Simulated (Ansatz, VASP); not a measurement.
## One calculation of AlN, two programs

```
CELL_PARAMETERS angstrom
-3.11379 0.00000 0.00000
-1.55690 -2.69662 0.00000
-0.38922 -0.67416 10.66711
ATOMIC_POSITIONS crystal
Al 0.33333 0.12205 0.84515
Al 0.33333 0.23884 0.37796
Al 0.66667 0.63058 0.14436
Al 0.66667 0.51378 0.61155
N 0.33333 0.31103 0.08923
N 0.33333 0.19423 0.55642
N 0.66667 0.58596 0.32283
N 0.66667 0.46916 0.79002
```

Alike in both runs: task single point; functional PBEsol; k mesh 8 × 8 × 3; occupations gaussian, width 0.05 eV; no spin polarisation.

```csv
,VASP,Ansatz
version,VASP 6.6.1,Ansatz 0.2.0
potentials or method,"VASP PAW PBE potentials, release 64 (Al, N), cutoff 600 eV","scalar-relativistic, plane waves, PAW"
valence electrons in the cell,32,32
```

|  | VASP | Ansatz | Ansatz less VASP |
| --- | --- | --- | --- |
| gap on the k mesh at the Fermi level (eV) | 1.84 | 1.82 | -0.016 |
| least direct gap on the mesh (eV) | 1.84 | 1.82 | -0.016 |
| pressure (GPa) | -4.6 | -4.5 | +0.16 |
| traceless stress, the component that is largest in VASP (GPa) | -4.92 | -4.83 | +0.099 |
| rms of the force components (eV/Å) | 0.606 | 0.608 | +0.0026 |

VASP's potentials were made for PBE, not for PBEsol. Atom by atom the forces differ by 0.004 eV/Å (rms over components).
